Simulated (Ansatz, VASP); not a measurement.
**Fe: VASP beside Ansatz**

File INCAR:

```
SYSTEM = Fe
ALGO = Normal ; EDIFF = 1E-6
ENCUT = 600 ; GGA = RP
GGA_COMPAT = .False. ; ISIF = 2
ISMEAR = -1 ; LASPH = .True.
LCHARG = .True. ; LELF = .True.
LREAL = .False. ; LVHAR = .True.
LWAVE = .False. ; NBANDS = 23
NELM = 120 ; PREC = Accurate
SIGMA = 0.1
```

KPOINTS

```
k-points
0
Gamma
  16 16 9
  0 0 0
```

File POSCAR:

```
Fe
1.0
    2.4109539390      0.0000000000      0.0000000000
   -1.2054769695      2.0879473585      0.0000000000
    0.0000000000      0.0000000000      3.8130209863
Fe
2
Direct
    0.3333333333      0.6666666667      0.2500000000
    0.6666666667      0.3333333333      0.7500000000
```

Input for Ansatz:

```yaml
crystal:
  lattice:
    - [2.410953939, 0.0, 0.0]
    - [-1.2054769695, 2.0879473585, 0.0]
    - [0.0, 0.0, 3.8130209863]
  atoms:
    - { symbol: Fe, position: [0.3333333333, 0.6666666667, 0.25] }
    - { symbol: Fe, position: [0.6666666667, 0.3333333333, 0.75] }
hamiltonian:
  xc: rpbe
  pseudopotentials:
    kind: paw
    azcp:
      Fe: "pseudopotentials/Fe.paw.azcp"
basis:
  ecutwfc: 420
  fft_grid_basis: typed
kpoints:
  mp_grid: { grid: [16, 16, 9], shift: [0, 0, 0] }
magnetization:
  spin_polarized: false
scf:
  occupations: { method: fermi_dirac, width: 0.1 }
  lower_state_search: "off"
output:
  stress: true
```

Alike in both runs: task single point; functional RPBE; k mesh 16 × 16 × 9; occupations fermi-dirac, width 0.1 eV; no spin polarisation.

|  | VASP | Ansatz |
| --- | --- | --- |
| version | VASP 6.6.1 | Ansatz 0.2.0 |
| potentials or method | VASP PAW PBE potentials, release 64 (Fe_sv), cutoff 600 eV | plane waves (420 eV) with PAW, scalar-relativistic |
| valence electrons in the cell | 32 | 32 |

|  | VASP | Ansatz | Ansatz less VASP |
| --- | --- | --- | --- |
| pressure (GPa) | 22.5 | 27.1 | +4.65 |
| traceless stress, the component that is largest in VASP (GPa) | 0.72 | 0.72 | -0.001 |

VASP's potentials were made for PBE, not for RPBE.
